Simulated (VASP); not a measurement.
# BaO (Fm-3m) in VASP: notebook

BaO is run at these levels: PBE+D3(BJ); tasks: single point.

All numbers are computed with VASP 6.6.1; they aren't measurements. Logs are shortened: lines on timing, memory, paths and dates and some standing lists are left out, and cuts for length are marked.

## (1) The cell of the first run

It takes space group Fm-3m (No. 225, cubic). The conventional cell has a = 5.349 Å, b = 5.349 Å, c = 5.349 Å, α = 90.00°, β = 90.00°, γ = 90.00°. Ba (site symmetry m-3m) has 6 O at 2.67 Å within 3.5 Å. Within 3.5 Å of O (site symmetry m-3m) lie 6 Ba at 2.67 Å.

## (2) Single point, PBE+D3(BJ)

Contents of INCAR:

```
SYSTEM = BaO
PREC = Accurate ; ENCUT = 1340
EDIFF = 1E-6 ; ISMEAR = 0
SIGMA = 0.01 ; LREAL = .FALSE.
LASPH = .TRUE. ; NELM = 120
ALGO = Normal ; ISIF = 2
LWAVE = .FALSE. ; LCHARG = .TRUE.
GGA = PE ; IVDW = 12
LELF = .TRUE. ; LVHAR = .TRUE.
NBANDS = 15 ; GGA_COMPAT = .FALSE.
```

Contents of KPOINTS:

```
regular mesh
0
G
  8 8 8
  0 0 0
```

Contents of POSCAR:

```
BaO
1.0
    0.0000000000      2.6746192721      2.6746192721
    2.6746192721      0.0000000000      2.6746192721
    2.6746192721      2.6746192721      0.0000000000
Ba O
1 1
Direct
    0.0000000000      0.0000000000      0.0000000000
    0.5000000000      0.5000000000      0.5000000000
```

Potentials or basis: VASP PAW PBE potentials, release 64 (Ba_sv, O_h).

The run is started by

```
$ cat potpaw_PBE.64/Ba_sv/POTCAR potpaw_PBE.64/O_h/POTCAR > POTCAR
$ mpirun -np 1 vasp_std > vasp.out
```

OUTCAR:

```text
SYSTEM = BaO
   PREC = Accurate
   ENCUT = 1340
   EDIFF = 1E-6
   ISMEAR = 0
   LREAL = .FALSE.
   LASPH = .TRUE.
   NELM = 120
   ISIF = 2
   GGA = PE
   IVDW = 12
 IVDW          = 12

 ion  position               nearest neighbor table
   1  0.000  0.000  0.000-   2 2.67   2 2.67   2 2.67   2 2.67   2 2.67   2 2.67
   2  0.500  0.500  0.500-   1 2.67   1 2.67   1 2.67   1 2.67   1 2.67   1 2.67

  LATTYP: Found a face centered cubic cell.
 ALAT       =     5.3492385442

  Lattice vectors:

 A1 = (   0.0000000000,   2.6746192721,   2.6746192721)
 A2 = (   2.6746192721,   0.0000000000,   2.6746192721)
 A3 = (   2.6746192721,   2.6746192721,   0.0000000000)

Analysis of symmetry for initial positions (statically):
=====================================================================
 Subroutine PRICEL returns:
 Original cell was already a primitive cell.

 Routine SETGRP: Setting up the symmetry group for a
 face centered cubic supercell.

 Subroutine GETGRP returns: Found 48 space group operations
 (whereof 48 operations were pure point group operations)
 out of a pool of 48 trial point group operations.

The static configuration has the point symmetry O_h .

Analysis of symmetry for dynamics (positions and initial velocities):
=====================================================================
 Subroutine PRICEL returns:
 Original cell was already a primitive cell.

 Routine SETGRP: Setting up the symmetry group for a
 face centered cubic supercell.

 Subroutine GETGRP returns: Found 48 space group operations
 (whereof 48 operations were pure point group operations)
 out of a pool of 48 trial point group operations.

The dynamic configuration has the point symmetry O_h .

 Subroutine INISYM returns: Found 48 space group operations
 (whereof 48 operations are pure point group operations),
 and found     1 'primitive' translations

----------------------------------------------------------------------------------------

                                     Primitive cell

  volume of cell :      38.2662

  direct lattice vectors                    reciprocal lattice vectors
     0.000000000  2.674619272  2.674619272    -0.186942495  0.186942495  0.186942495
     2.674619272  0.000000000  2.674619272     0.186942495 -0.186942495  0.186942495
     2.674619272  2.674619272  0.000000000     0.186942495  0.186942495 -0.186942495

  length of vectors
     3.782482849  3.782482849  3.782482849     0.323793899  0.323793899  0.323793899

  position of ions in fractional coordinates (direct lattice)
     0.000000000  0.000000000  0.000000000
     0.500000000  0.500000000  0.500000000

  ion indices of the primitive-cell ions
   primitive index   ion index
                 1           1
[... 89 lines left out ...]
   EFERMI_NEDOS =   21; number of points for ismear=-14 and -15
   IALGO  =     38    algorithm
   IMIX   =      4    mixing-type and parameters
     AMIX     =   0.40;   BMIX     =  1.00
     AMIX_MAG =   1.60;   BMIX_MAG =  1.00
  volume/ion in A,a.u.               =      19.13       129.12
  Fermi-wavevector in a.u.,A,eV,Ry     =   1.224173  2.313352 20.389690  1.498600
  Thomas-Fermi vector in A             =   2.359257
   LORBIT       =      0    0 simple, 1 ext, 2 COOP (PROOUT), +10 PAW based schemes
   GGA     = PE    functional components
   LHFCALC =     F    Hartree Fock is set to
   AEXX    =    0.0000 exact exchange contribution
   IVDW    =    12    specifies the selected vdW correction
   LEPSILON=     F    determine dielectric tensor
   LRPA    =     F    only Hartree local field effects (RPA)
 non-spin polarized calculation
 Gauss-broadening in eV      SIGMA  =   0.01
  energy-cutoff  :     1340.00
  volume of cell :       38.27
 maximum number of plane-waves:      4314
 NGX is ok and might be reduce to    48
   NGX = 23   NGY = 23   NGZ = 23

 number of electron      16.0000000 magnetization

 Free energy of the ion-electron system (eV)
  ---------------------------------------------------
  ext. energy  EPLUGINS =         0.00000000
  ---------------------------------------------------
  free energy    TOTEN  =       -11.58779792 eV

  energy without entropy =      -11.58779792  energy(sigma->0) =      -11.58779792

 E-fermi :   3.0336     XC(G=0): -10.1145

 val. band max:        2.8878834304   @ k =   0.5000   0.5000   0.0000
 cond. band min:       4.4386273528   @ k =   0.5000   0.5000   0.0000
 fundamental gap:      1.5507439224
 Fermi energy:         3.0335890500

 k-point     1 :       0.0000    0.0000    0.0000
  band No.  band energies     occupation
      1     -23.1265      2.00000
      2     -12.4713      2.00000
      3      -7.3935      2.00000
      4      -7.3935      2.00000
      5      -7.3935      2.00000
      6       2.2333      2.00000
      7       2.2333      2.00000
      8       2.2333      2.00000
      9       6.8845      0.00000
     10       7.4485      0.00000
     11       7.4485      0.00000
     12       7.4485      0.00000
     13       9.9926      0.00000
     14       9.9926      0.00000
[... 401 lines left out ...]
      2     -13.3072      2.00000
      3      -8.2403      2.00000
      4      -8.2222      2.00000
      5      -7.5107      2.00000
      6       0.8810      2.00000
      7       1.6814      2.00000
      8       1.7112      2.00000
      9       7.7465      0.00000
     10       8.3978      0.00000
     11      11.0772      0.00000
     12      11.3271      0.00000
     13      13.6398      0.00000
     14      15.3816      0.00000
     15      15.8620      0.00000

 [... further k-points ...]

------------------------ aborting loop because EDIFF is reached ----------------------------------------

 Edisp (eV)   -0.50514

 E8    (eV) :    -0.2614

  FORCE on cell =-STRESS in cart. coord.  units (eV):
  Direction    XX          YY          ZZ          XY          YZ          ZX
  --------------------------------------------------------------------------------------
  -------------------------------------------------------------------------------------
  Total       2.77977     2.77977     2.77977     0.00000     0.00000     0.00000
  in kB     116.38694   116.38694   116.38694     0.00000     0.00000     0.00000
  external pressure =      116.39 kB  Pullay stress =        0.00 kB

 VOLUME and BASIS-vectors are now :
 -----------------------------------------------------------------------------
  energy-cutoff  :     1340.00
  volume of cell :       38.27
      direct lattice vectors                 reciprocal lattice vectors
     0.000000000  2.674619272  2.674619272    -0.186942495  0.186942495  0.186942495
     2.674619272  0.000000000  2.674619272     0.186942495 -0.186942495  0.186942495
     2.674619272  2.674619272  0.000000000     0.186942495  0.186942495 -0.186942495

 POSITION                                       TOTAL-FORCE (eV/Angst)
 -----------------------------------------------------------------------------------
      0.00000      0.00000      0.00000        -0.000000      0.000000      0.000000
      2.67462      2.67462      2.67462         0.000000     -0.000000     -0.000000
 -----------------------------------------------------------------------------------
    total drift:                               -0.000000     -0.000000     -0.000000

  FREE ENERGIE OF THE ION-ELECTRON SYSTEM (eV)
  ---------------------------------------------------
  free  energy   TOTEN  =       -12.0929406000 eV

  energy  without entropy=      -12.0929406000  energy(sigma->0) =      -12.09294060
```

OSZICAR:

```text
N       E                     dE             d eps       ncg     rms          rms(c)
DAV:   1     0.142362222123E+03    0.14236E+03   -0.13776E+04   870   0.213E+03
DAV:   2    -0.288570516041E+01   -0.14525E+03   -0.12698E+03  1246   0.285E+02
DAV:   3    -0.140574037987E+02   -0.11172E+02   -0.10979E+02  1123   0.789E+01
DAV:   4    -0.142625992564E+02   -0.20520E+00   -0.20516E+00   942   0.111E+01
DAV:   5    -0.142666485912E+02   -0.40493E-02   -0.40487E-02  1145   0.155E+00    0.104E+01
DAV:   6    -0.117839946875E+02    0.24827E+01   -0.82412E+00  1045   0.231E+01    0.651E+00
DAV:   7    -0.116079409091E+02    0.17605E+00   -0.59154E-01   997   0.664E+00    0.280E+00
DAV:   8    -0.115870911956E+02    0.20850E-01   -0.11730E-01  1017   0.389E+00    0.397E-01
DAV:   9    -0.115865451208E+02    0.54607E-03   -0.70971E-03  1143   0.880E-01    0.173E-01
DAV:  10    -0.115877671750E+02   -0.12221E-02   -0.25214E-03   933   0.496E-01    0.378E-02
DAV:  11    -0.115877896924E+02   -0.22517E-04   -0.18269E-04  1094   0.118E-01    0.226E-02
DAV:  12    -0.115877956045E+02   -0.59121E-05   -0.27447E-05  1024   0.640E-02    0.489E-03
DAV:  13    -0.115877974990E+02   -0.18945E-05   -0.45391E-06  1096   0.226E-02    0.303E-03
DAV:  14    -0.115877979227E+02   -0.42366E-06   -0.21856E-06   982   0.170E-02
   1 F= -.12092941E+02 E0= -.12092941E+02  d E =-.207971E-96
```

It took 78 s on 1 thread of Intel Xeon Platinum 8259CL at 2.50GHz (Skylake/Cascade Lake), shared host; peak memory 0.36 GiB.

What came out:

```
Free energy                : -12.0929 eV
Pressure                   : 11.6 GPa
Band gap on the k mesh     : 1.55 eV
Dispersion energy per atom : -0.253 eV
```

Caveat: the cell stands under pressure; spin-orbit coupling is left out, which moves the levels of the heavy elements. As with any semilocal functional, this PBE gap is likely too small.

## (3) Single point, PBE+D3(BJ)

This run uses another cell than the first one, of 21.63 Å³/atom.

Contents of INCAR:

```
SYSTEM = BaO
PREC = Accurate ; ENCUT = 1340
EDIFF = 1E-6 ; ISMEAR = 0
SIGMA = 0.01 ; LREAL = .FALSE.
LASPH = .TRUE. ; NELM = 120
ALGO = Normal ; ISIF = 2
LWAVE = .FALSE. ; LCHARG = .FALSE.
GGA = PE ; IVDW = 12
NBANDS = 15 ; GGA_COMPAT = .FALSE.
```

Contents of KPOINTS:

```
Automatic mesh
0
G
  8 8 8
  0 0 0
```

Contents of POSCAR:

```
BaO
1.0
    0.0000000000      2.7861883605      2.7861883605
    2.7861883605      0.0000000000      2.7861883605
    2.7861883605      2.7861883605      0.0000000000
Ba O
1 1
Direct
    0.0000000000      0.0000000000      0.0000000000
    0.5000000000      0.5000000000      0.5000000000
```

Potentials or basis: VASP PAW PBE potentials, release 64 (Ba_sv, O_h).

The run is started by

```
$ cat potpaw_PBE.64/Ba_sv/POTCAR potpaw_PBE.64/O_h/POTCAR > POTCAR
$ mpirun -np 1 vasp_std > vasp.out
```

Wall time 58 s (1 thread of Intel Xeon Platinum 8259CL at 2.50GHz (Skylake/Cascade Lake), shared host); peak memory 0.37 GiB.

It converged, with:

| Quantity | Value |
| --- | --- |
| Free energy | -12.2566 eV |
| Pressure | -0.1 GPa |
| Band gap on the k mesh | 2.04 eV |
| Dispersion energy per atom | -0.222 eV |

Levels at points of the mesh, in eV from the valence-band top:
```
           k point  band 5  band 6  band 7  band 8  band 9  band 10  band 11  band 12
(0.00, 0.00, 0.00)  -10.46   -0.30   -0.30   -0.30    3.47     4.69     4.69     4.69
(0.50, 0.00, 0.00)  -10.58   -1.92   -1.40   -1.40    4.91     7.10     7.10     8.09
(0.50, 0.50, 0.00)  -11.01   -0.13   -0.13    0.00    2.04     5.90     8.81     9.28
```

Caveat: spin-orbit coupling is left out, which moves the levels of the heavy elements. A k mesh can miss the band edges.
